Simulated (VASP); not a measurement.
# Al (Fm-3m) in VASP: notebook

The runs below take Al through single point, relaxation of cell and atoms, with PBE.

Program: VASP 6.6.1. These are calculated values, not measurements. Logs are shortened: lines on timing, memory, paths and dates and some standing lists are left out, and cuts for length are marked.

### 1 The cell of the first run

The structure is cubic, space group Fm-3m (No. 225). Conventional cell: a = 4.040 Å, b = 4.040 Å, c = 4.040 Å, α = 90.00°, β = 90.00°, γ = 90.00°. Al (site symmetry m-3m) has 12 Al at 2.86 Å within 3.8 Å.

### 2 Single point, PBE

INCAR reads:

```
SYSTEM = Al
ALGO = Fast
EDIFF = 1E-6
ENCUT = 520
GGA = PE
ISIF = 2
ISMEAR = 1
LASPH = .True.
LCHARG = .False.
LREAL = .False.
LWAVE = .False.
NBANDS = 8
NELM = 80
PREC = Accurate
SIGMA = 0.4
```

KPOINTS reads:

```
k-points
0
Gamma
  32 32 32
  0 0 0
```

POSCAR reads:

```
Al
1.0
    0.0000000000      2.0202133688      2.0202133688
    2.0202133688      0.0000000000      2.0202133688
    2.0202133688      2.0202133688      0.0000000000
Al
1
Direct
    0.0000000000      0.0000000000      0.0000000000
```

Potentials or basis: VASP PAW PBE potentials, release 64 (Al).

Command:

```sh
$ cat potpaw_PBE.64/Al/POTCAR > POTCAR
$ mpirun -np 1 vasp_std > vasp.out
```

OUTCAR:

```text
SYSTEM = Al
   EDIFF = 1E-6
   ENCUT = 520
   GGA = PE
   ISIF = 2
   ISMEAR = 1
   LASPH = .True.
   LREAL = .False.
   NELM = 80
   PREC = Accurate

 ion  position               nearest neighbor table
   1  0.000  0.000  0.000-

  LATTYP: Found a face centered cubic cell.
 ALAT       =     4.0404267376

  Lattice vectors:

 A1 = (   0.0000000000,   2.0202133688,   2.0202133688)
 A2 = (   2.0202133688,   0.0000000000,   2.0202133688)
 A3 = (   2.0202133688,   2.0202133688,   0.0000000000)

Analysis of symmetry for initial positions (statically):
=====================================================================
 Subroutine PRICEL returns:
 Original cell was already a primitive cell.

 Routine SETGRP: Setting up the symmetry group for a
 face centered cubic supercell.

 Subroutine GETGRP returns: Found 48 space group operations
 (whereof 48 operations were pure point group operations)
 out of a pool of 48 trial point group operations.

The static configuration has the point symmetry O_h .

Analysis of symmetry for dynamics (positions and initial velocities):
=====================================================================
 Subroutine PRICEL returns:
 Original cell was already a primitive cell.

 Routine SETGRP: Setting up the symmetry group for a
 face centered cubic supercell.

 Subroutine GETGRP returns: Found 48 space group operations
 (whereof 48 operations were pure point group operations)
 out of a pool of 48 trial point group operations.

The dynamic configuration has the point symmetry O_h .

 Subroutine INISYM returns: Found 48 space group operations
 (whereof 48 operations are pure point group operations),
 and found     1 'primitive' translations

----------------------------------------------------------------------------------------

                                     Primitive cell

  volume of cell :      16.4900

  direct lattice vectors                    reciprocal lattice vectors
     0.000000000  2.020213369  2.020213369    -0.247498610  0.247498610  0.247498610
     2.020213369  0.000000000  2.020213369     0.247498610 -0.247498610  0.247498610
     2.020213369  2.020213369  0.000000000     0.247498610  0.247498610 -0.247498610

  length of vectors
     2.857013145  2.857013145  2.857013145     0.428680167  0.428680167  0.428680167

  position of ions in fractional coordinates (direct lattice)
[... 72 lines left out ...]
   LNONCOLLINEAR =      F non collinear calculations
   LSORBIT =      F    spin-orbit coupling
   LASPH  =      T    aspherical Exc in radial PAW
   ENCUT  =  520.0 eV  38.22 Ry    6.18 a.u.   5.31  5.31  5.31*2*pi/ulx,y,z
   NELM   =     80;   NELMIN=  2; NELMDL= -5     # of ELM steps
   EDIFF  = 0.1E-05   stopping-criterion for ELM
   LREAL  =      F    real-space projection
[... 7 lines left out ...]
   TEBEG  =    0.0;   TEEND  =   0.0 temperature during run
   PSTRESS=    0.0 pullay stress
   NELECT =       3.0000    total number of electrons
   NUPDOWN=      -1.0000    fix difference up-down
   EMIN   =  10.00;   EMAX   =-10.00  energy-range for DOS
   EFERMI =   0.00;   METHOD = LEGACY
   ISMEAR =     1;   SIGMA  =   0.40  broadening in eV -4-tet -1-fermi 0-gaus
   EFERMI_NEDOS =   21; number of points for ismear=-14 and -15
   IALGO  =     68    algorithm
   IMIX   =      4    mixing-type and parameters
     AMIX     =   0.40;   BMIX     =  1.00
     AMIX_MAG =   1.60;   BMIX_MAG =  1.00
  volume/ion in A,a.u.               =      16.49       111.28
  Fermi-wavevector in a.u.,A,eV,Ry     =   0.927630  1.752966 11.707772  0.860497
  Thomas-Fermi vector in A             =   2.053720
   LORBIT       =      0    0 simple, 1 ext, 2 COOP (PROOUT), +10 PAW based schemes
   GGA     = PE    functional components
   LHFCALC =     F    Hartree Fock is set to
   AEXX    =    0.0000 exact exchange contribution
   IVDW    =     0    specifies the selected vdW correction
   LEPSILON=     F    determine dielectric tensor
   LRPA    =     F    only Hartree local field effects (RPA)
 non-spin polarized calculation
 RMM-DIIS sequential band-by-band and
 Methfessel and Paxton  Order N= 1 SIGMA  =   0.40
  energy-cutoff  :      520.00
  volume of cell :       16.49
 maximum number of plane-waves:       459
 NGX is ok and might be reduce to    24
   NGX = 11   NGY = 11   NGZ = 11

 number of electron       3.0000000 magnetization

 Free energy of the ion-electron system (eV)
  ---------------------------------------------------
  ext. energy  EPLUGINS =         0.00000000
  ---------------------------------------------------
  free energy    TOTEN  =        -3.74617978 eV

  energy without entropy =       -3.74632777  energy(sigma->0) =       -3.74622911

 E-fermi :   8.0117     XC(G=0): -10.1988

 val. band max:        8.0098572056   @ k =  -0.2500   0.3125   0.1250
 cond. band min:       8.0251695939   @ k =  -0.4375   0.4063   0.0625
 fundamental gap:      0.0153123883
 Fermi energy:         8.0117460512

 k-point     1 :       0.0000    0.0000    0.0000
  band No.  band energies     occupation
      1      -3.1322      2.00000
      2      20.6289      0.00000
      3      20.6289      0.00000
      4      20.6289      0.00000
      5      22.1255      0.00000
      6      22.1255      0.00000
      7      22.1255      0.00000
      8      24.4766      0.00000
[... 243 lines left out ...]
 k-point    24 :       0.2188    0.0313    0.0000
  band No.  band energies     occupation
      1      -1.9328      2.00000
      2      13.0379     -0.00000
      3      18.4840      0.00000
      4      19.4517      0.00000
      5      22.6526      0.00000
      6      22.8793      0.00000
      7      24.1439      0.00000
      8      25.1088      0.00000

 [... further k-points ...]

------------------------ aborting loop because EDIFF is reached ----------------------------------------

  FORCE on cell =-STRESS in cart. coord.  units (eV):
  Direction    XX          YY          ZZ          XY          YZ          ZX
  --------------------------------------------------------------------------------------
  -------------------------------------------------------------------------------------
  Total       -0.0049258     -0.0049258     -0.0049258     -0.0000000      0.0000000      0.0000000
  in kB       -0.4785970     -0.4785970     -0.4785970     -0.0000000      0.0000000      0.0000000
  external PRESSURE =      -0.4785970 kB  Pullay stress =       0.0000000 kB

 VOLUME and BASIS-vectors are now :
 -----------------------------------------------------------------------------
  energy-cutoff  :      520.00
  volume of cell :       16.49
      direct lattice vectors                 reciprocal lattice vectors
     0.000000000  2.020213369  2.020213369    -0.247498610  0.247498610  0.247498610
     2.020213369  0.000000000  2.020213369     0.247498610 -0.247498610  0.247498610
     2.020213369  2.020213369  0.000000000     0.247498610  0.247498610 -0.247498610

 POSITION                                       TOTAL-FORCE (eV/Angst)
 -----------------------------------------------------------------------------------
      0.00000      0.00000      0.00000         0.000000      0.000000      0.000000
 -----------------------------------------------------------------------------------
    total drift:                               -0.000000     -0.000000      0.000000

  FREE ENERGIE OF THE ION-ELECTRON SYSTEM (eV)
  ---------------------------------------------------
  free  energy   TOTEN  =        -3.7461797801 eV

  energy  without entropy=       -3.7463277726  energy(sigma->0) =       -3.74622911
```

Run time: 1.9 min. Hardware: 1 thread of Intel Xeon 8259CL, shared host; peak memory 0.22 GiB.

Results:

- Free energy: -3.7462 eV
- Pressure: 0.0 GPa
- Band gap on the k mesh: zero (an odd number of electrons rules out a gap without spin polarisation)

Caveat: so wide a smearing shifts energies and pressures.

### 3 Relaxation of cell and atoms, PBE

This run uses another cell than the first one, of 16.61 Å³/atom.

INCAR reads:

```
SYSTEM = Al
PREC = Accurate
ENCUT = 600
EDIFF = 1E-6
ISMEAR = 1
SIGMA = 0.4
LREAL = .False.
LASPH = .True.
NELM = 100
ALGO = Normal
ISIF = 3
LWAVE = .False.
LCHARG = .False.
GGA = PE
IBRION = 2
NSW = 60
EDIFFG = -0.005
```

KPOINTS reads:

```
Automatic mesh
0
Gamma
  32 32 32
  0 0 0
```

POSCAR reads:

```
Al
1.0
    0.0000000000      2.0250000000      2.0250000000
    2.0250000000      0.0000000000      2.0250000000
    2.0250000000      2.0250000000      0.0000000000
Al
1
Direct
    0.0000000000      0.0000000000      0.0000000000
```

Potentials or basis: VASP PAW PBE potentials, release 64 (Al).

Command:

```sh
$ cat potpaw_PBE.64/Al/POTCAR > POTCAR
$ mpirun -np 1 vasp_std > vasp.out
```

Run time: 98 s. Hardware: 1 thread of Intel Xeon 8259CL, shared host; peak memory 0.22 GiB.

Results (log left out):

```yaml
Free_energy: -3.7463 eV
Relaxed_volume: 16.48 Å³/atom
Relaxed_cell: a = 2.856 Å, b = 2.856 Å, c = 2.856 Å, α = 60.00°, β = 60.00°, γ = 60.00°
Space_group_after_relaxing_to_0.1_Å: Fm-3m (No. 225)
Energy_gained_by_relaxing: 0.2 meV/atom
Ionic_steps: 3
Pressure_after_relaxing: 0.0 GPa
Band_gap_on_the_k_mesh: zero (an odd number of electrons rules out a gap without spin polarisation)
```

Step by step:
```csv
step,energy change (eV),largest force (eV/Å),pressure (GPa),volume (Å³)
1,0.0000,0.0000,-0.59,16.61
2,-0.0002,0.0000,0.09,16.46
3,-0.0002,0.0000,0.01,16.48
```

Final structure:
```
CELL_PARAMETERS angstrom
0.00000 2.01983 2.01983
2.01983 0.00000 2.01983
2.01983 2.01983 0.00000
ATOMIC_POSITIONS crystal
Al 0.00000 0.00000 0.00000
```

Levels at points of the mesh, in eV from the Fermi level:
```
           k point  band 1  band 2  band 3  band 4
(0.00, 0.00, 0.00)  -11.15   12.62   12.62   12.62
(0.50, 0.00, 0.00)   -4.60   -4.39   11.42   11.42
(0.50, 0.50, 0.00)   -2.93   -1.61    5.25    5.59
```

Caveat: so wide a smearing shifts energies and pressures.
